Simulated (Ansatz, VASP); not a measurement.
## Zn in VASP and in Ansatz

```
Zn
1.0
     0.00000    2.05707    2.05707
     2.05707    0.00000    2.05707
     2.05707    2.05707    0.00000
Zn
1
Direct
  0.00000 0.00000 0.00000
```

Alike in both runs: task single point; functional PBE; k mesh 18 × 18 × 18; occupations gaussian, width 0.1 eV; no spin polarisation.

|  | VASP | Ansatz |
| --- | --- | --- |
| version | VASP 6.6.1 | Ansatz 0.2.0 |
| potentials or method | VASP PAW PBE potentials, release 64 (Zn), cutoff 500 eV | scalar-relativistic, plane waves, PAW |
| valence electrons in the cell | 12 | 12 |

Ansatz gave:

* gap on the k mesh at the Fermi level (eV): none
* pressure (GPa): -6.6

What did VASP give for the same quantities?

gap on the k mesh at the Fermi level (eV): none; pressure (GPa): -6.4.

A gap of «none» marks a metal or a gap that the smearing closes.
